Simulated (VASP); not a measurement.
# B (Fd-3m) in VASP: notebook, part 3 of 3

VASP 6.6.1. The steps go on from the part before.

## Step 4: Single point, LDA (volume scaled by 0.92)

INCAR reads:

```
ALGO = Normal
EDIFF = 1E-7
ENCUT = 520
ISIF = 2
ISMEAR = -1
LASPH = T
LCHARG = F
LREAL = F
LWAVE = F
NBANDS = 10
NELM = 60
PREC = Accurate
SIGMA = 0.1
```

KPOINTS reads:

```
k-points
0
Gamma
  15 15 15
```

POSCAR reads:

```
B
1.0
    0.0000000000      1.9465970915      1.9465970915
    1.9465970915      0.0000000000      1.9465970915
    1.9465970915      1.9465970915      0.0000000000
B
2
Direct
    0.1250000000      0.1250000000      0.1250000000
    0.8750000000      0.8750000000      0.8750000000
```

Potentials or basis: VASP PAW LDA potentials, release 64 (B).

Started as:

```bash
$ cat potpaw_LDA.64/B/POTCAR > POTCAR
$ mpirun -np 1 vasp_std > vasp.out
```

OUTCAR:

```text
EDIFF = 1E-7
   ENCUT = 520
   ISIF = 2
   ISMEAR = -1
   LASPH = T
   LREAL = F
   NELM = 60
   PREC = Accurate

 ion  position               nearest neighbor table
   1  0.125  0.125  0.125-   2 1.69   2 1.69   2 1.69   2 1.69
   2  0.875  0.875  0.875-   1 1.69   1 1.69   1 1.69   1 1.69

  LATTYP: Found a face centered cubic cell.
 ALAT       =     3.8931941830

  Lattice vectors:

 A1 = (   0.0000000000,   1.9465970915,   1.9465970915)
 A2 = (   1.9465970915,   0.0000000000,   1.9465970915)
 A3 = (   1.9465970915,   1.9465970915,   0.0000000000)

Analysis of symmetry for initial positions (statically):
=====================================================================
 Subroutine PRICEL returns:
 Original cell was already a primitive cell.

 Routine SETGRP: Setting up the symmetry group for a
 face centered cubic supercell.

 Subroutine GETGRP returns: Found 48 space group operations
 (whereof 12 operations were pure point group operations)
 out of a pool of 48 trial point group operations.

The static configuration has the point symmetry D_3d.
 The point group associated with its full space group is O_h .

Analysis of symmetry for dynamics (positions and initial velocities):
=====================================================================
 Subroutine PRICEL returns:
 Original cell was already a primitive cell.

 Routine SETGRP: Setting up the symmetry group for a
 face centered cubic supercell.

 Subroutine GETGRP returns: Found 48 space group operations
 (whereof 12 operations were pure point group operations)
 out of a pool of 48 trial point group operations.

The dynamic configuration has the point symmetry D_3d.
 The point group associated with its full space group is O_h .

 Subroutine INISYM returns: Found 48 space group operations
 (whereof 12 operations are pure point group operations),
 and found     1 'primitive' translations

----------------------------------------------------------------------------------------

                                     Primitive cell

  volume of cell :      14.7522

  direct lattice vectors                    reciprocal lattice vectors
     0.000000000  1.946597091  1.946597091    -0.256858495  0.256858495  0.256858495
     1.946597091  0.000000000  1.946597091     0.256858495 -0.256858495  0.256858495
     1.946597091  1.946597091  0.000000000     0.256858495  0.256858495 -0.256858495

  length of vectors
     2.752904007  2.752904007  2.752904007     0.444891964  0.444891964  0.444891964

  position of ions in fractional coordinates (direct lattice)
     0.125000000  0.125000000  0.125000000
     0.875000000  0.875000000  0.875000000

  ion indices of the primitive-cell ions
   primitive index   ion index
                 1           1
                 2           2

----------------------------------------------------------------------------------------

 KPOINTS: k-points

Automatic generation of k-mesh.
 Grid dimensions read from file:
 generate k-points for:   15   15   15

 Generating k-lattice:

  Cartesian coordinates                     Fractional coordinates (reciprocal lattice)
    -0.017123900  0.017123900  0.017123900     0.066666667  0.000000000  0.000000000
     0.017123900 -0.017123900  0.017123900     0.000000000  0.066666667  0.000000000
     0.017123900  0.017123900 -0.017123900     0.000000000  0.000000000  0.066666667

  Length of vectors
     0.029659464  0.029659464  0.029659464

  Shift w.r.t. Gamma in fractional coordinates (k-lattice)
     0.000000000  0.000000000  0.000000000

 Subroutine IBZKPT returns following result:
 ===========================================

 Found    120 irreducible k-points:

 Following reciprocal coordinates:
            Coordinates               Weight
  0.000000  0.000000  0.000000      1.000000
  0.066667  0.000000  0.000000      8.000000
  0.133333  0.000000  0.000000      8.000000
  0.200000  0.000000  0.000000      8.000000
  0.266667  0.000000  0.000000      8.000000
  0.333333  0.000000  0.000000      8.000000
[... 16 lines left out ...]
  0.133333  0.133333  0.000000      6.000000
  0.200000  0.133333  0.000000     24.000000
 [... further k-points ...]
   k-points           NKPTS =    120   k-points in BZ     NKDIM =    120   number of bands    NBANDS=     10
   number of dos      NEDOS =    301   number of ions     NIONS =      2
   total plane-waves  NPLWV =   8000
   dimension x,y,z NGX =    20 NGY =   20 NGZ =   20
   dimension x,y,z NGXF=    40 NGYF=   40 NGZF=   40
   ions per type =               2
   NGX,Y,Z   is equivalent  to a cutoff of  12.08, 12.08, 12.08 a.u.
   NGXF,Y,Z  is equivalent  to a cutoff of  24.16, 24.16, 24.16 a.u.
 SYSTEM =  unknown system
   PREC   = accura    normal or accurate (medium, high low for compatibility)
   ISTART =      0    job   : 0-new  1-cont  2-samecut
   ICHARG =      2    charge: 1-file 2-atom 10-const
   ISPIN  =      1    spin polarized calculation?
   LNONCOLLINEAR =      F non collinear calculations
   LSORBIT =      F    spin-orbit coupling
   LASPH  =      T    aspherical Exc in radial PAW
   ENCUT  =  520.0 eV  38.22 Ry    6.18 a.u.   5.12  5.12  5.12*2*pi/ulx,y,z
   NELM   =     60;   NELMIN=  2; NELMDL= -5     # of ELM steps
   EDIFF  = 0.1E-06   stopping-criterion for ELM
   LREAL  =      F    real-space projection
   EDIFFG = 0.1E-05   stopping-criterion for IOM
   NSW    =      0    number of steps for IOM
   IBRION =     -1    ionic relax: 0-MD 1-quasi-New 2-CG
   NFREE  =      0    steps in history (QN), initial steepest desc. (CG)
   ISIF   =      2    stress and relaxation
   ISYM   =      2    0-nonsym 1-usesym 2-fastsym
   POTIM  = 0.5000    time-step for ionic-motion
   TEBEG  =    0.0;   TEEND  =   0.0 temperature during run
   PSTRESS=    0.0 pullay stress
   NELECT =       6.0000    total number of electrons
   NUPDOWN=      -1.0000    fix difference up-down
   EMIN   =  10.00;   EMAX   =-10.00  energy-range for DOS
   EFERMI =   0.00;   METHOD = LEGACY
   ISMEAR =    -1;   SIGMA  =   0.10  broadening in eV -4-tet -1-fermi 0-gaus
   EFERMI_NEDOS =   21; number of points for ismear=-14 and -15
   IALGO  =     38    algorithm
   IMIX   =      4    mixing-type and parameters
     AMIX     =   0.40;   BMIX     =  1.00
     AMIX_MAG =   1.60;   BMIX_MAG =  1.00
  volume/ion in A,a.u.               =       7.38        49.78
  Fermi-wavevector in a.u.,A,eV,Ry     =   1.212940  2.292124 20.017197  1.471222
  Thomas-Fermi vector in A             =   2.348408
   LORBIT       =      0    0 simple, 1 ext, 2 COOP (PROOUT), +10 PAW based schemes
   GGA     = CA    functional components
   LHFCALC =     F    Hartree Fock is set to
   AEXX    =    0.0000 exact exchange contribution
   IVDW    =     0    specifies the selected vdW correction
   LEPSILON=     F    determine dielectric tensor
   LRPA    =     F    only Hartree local field effects (RPA)
 non-spin polarized calculation
  energy-cutoff  :      520.00
  volume of cell :       14.75
 maximum number of plane-waves:       411
   NGX = 11   NGY = 11   NGZ = 11

 number of electron       6.0000000 magnetization

 Free energy of the ion-electron system (eV)
  ---------------------------------------------------
  ext. energy  EPLUGINS =         0.00000000
  ---------------------------------------------------
  free energy    TOTEN  =       -12.86584256 eV

  energy without entropy =      -12.83953592  energy(sigma->0) =      -12.85268924

 E-fermi :   4.8068     XC(G=0): -11.7908

 val. band max:        4.7695942784   @ k =   0.4667   0.2000   0.0667
 cond. band min:       4.8249812968   @ k =  -0.3333   0.3333   0.0000
 fundamental gap:      0.0553870184
 Fermi energy:         4.8068493533

 k-point     1 :       0.0000    0.0000    0.0000
  band No.  band energies     occupation
      1      -8.8025      2.00000
      2       9.2150      0.00000
      3       9.2150      0.00000
      4       9.2150      0.00000
      5      13.5802      0.00000
      6      13.5802      0.00000
      7      13.5802      0.00000
      8      23.9032      0.00000
      9      25.2379      0.00000
     10      29.3717      0.00000
[... 287 lines left out ...]
 k-point    24 :       0.2000    0.1333    0.0000
  band No.  band energies     occupation
      1      -7.8780      2.00000
      2       6.1025      0.00000
      3       6.7439      0.00000
      4       7.8130      0.00000
      5      13.3932      0.00000
      6      16.8729      0.00000
      7      16.9351      0.00000
      8      20.1267      0.00000
      9      26.4959      0.00000
     10      26.8770      0.00000

 [... further k-points ...]
[... 5 lines left out ...]
  --------------------------------------------------------------------------------------
  -------------------------------------------------------------------------------------
  Total        1.7101581      1.7101581      1.7101581     -0.0000000     -0.0000000      0.0000000
  in kB      185.7328155    185.7328155    185.7328155     -0.0000000     -0.0000000      0.0000000
  external PRESSURE =     185.7328155 kB  Pullay stress =       0.0000000 kB

 VOLUME and BASIS-vectors are now :
 -----------------------------------------------------------------------------
  energy-cutoff  :      520.00
  volume of cell :       14.75
      direct lattice vectors                 reciprocal lattice vectors
     0.000000000  1.946597091  1.946597091    -0.256858495  0.256858495  0.256858495
     1.946597091  0.000000000  1.946597091     0.256858495 -0.256858495  0.256858495
     1.946597091  1.946597091  0.000000000     0.256858495  0.256858495 -0.256858495

 POSITION                                       TOTAL-FORCE (eV/Angst)
 -----------------------------------------------------------------------------------
      0.48665      0.48665      0.48665         0.000000     -0.000000      0.000000
      3.40654      3.40654      3.40654        -0.000000      0.000000     -0.000000
 -----------------------------------------------------------------------------------
    total drift:                                0.000000      0.000000     -0.000000

  FREE ENERGIE OF THE ION-ELECTRON SYSTEM (eV)
  ---------------------------------------------------
  free  energy   TOTEN  =       -12.8658425609 eV

  energy  without entropy=      -12.8395359177  energy(sigma->0) =      -12.85268924
```

Wall time 12 s (1 thread of Intel Xeon 8259CL, shared host); peak memory 0.12 GiB.

Results:

```
Free energy            : -12.8658 eV
Pressure               : 18.6 GPa
Band gap on the k mesh : zero (band 3 reaches 9.21 eV, above the bottom of band 4 at 1.77 eV)
```

## Step 5: The runs side by side

```tsv
cell	k mesh	gap on the mesh (eV)	pressure (GPa)
a = 2.830 Å, angles 60.0°, 2 atoms	13 × 13 × 13	none	0.2
a = 2.712 Å, angles 60.0°, 2 atoms	15 × 15 × 15	none	30.6
a = 2.753 Å, angles 60.0°, 2 atoms	15 × 15 × 15	none	18.6
```

Alike in all rows: task single point; level LDA; potentials or basis VASP PAW LDA potentials, release 64 (B); no spin polarisation; cutoff (eV) 520; smearing fermi-dirac 0.1 eV.

Total energies depend on the potentials used, so only differences within one code and one set of settings carry meaning.
